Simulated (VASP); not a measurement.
The system is AgCl.

```
Ag Cl
1.0
    -2.14824    2.14824    3.01181
     2.14824   -2.14824    3.01181
     2.14824    2.14824   -3.01181
Ag Cl
1 1
Direct
  0.00000 0.00000 0.00000
  0.25000 0.75000 0.50000
```

Base run:

* Program: VASP 6.6.1
* Functional: r2SCAN
* Potentials or basis: VASP PAW PBE potentials, release 64 (Ag, Cl)
* Cutoff: 520 eV
* k mesh: 10 × 10 × 10
* Occupations: gaussian, width 0.02 eV
* Spin: no spin polarisation

Its results: band gap on the k mesh 1.64 eV, direct; pressure -1.2 GPa.

Task: The run is repeated on the same cell with these changes: functional from r2SCAN to PBE; further incar settings from ALGO = Normal; EDIFF = 1e-06; NBANDS = 16 to ALGO = Normal; EDIFF = 1e-07; NBANDS = 16. What comes out?

Result: Band gap on the k mesh 1.29 eV, direct; pressure -0.1 GPa.

Caveats: the PAW data sets were made with another functional, which shifts forces and pressure a little (some runs).

A k mesh can miss the band edges.
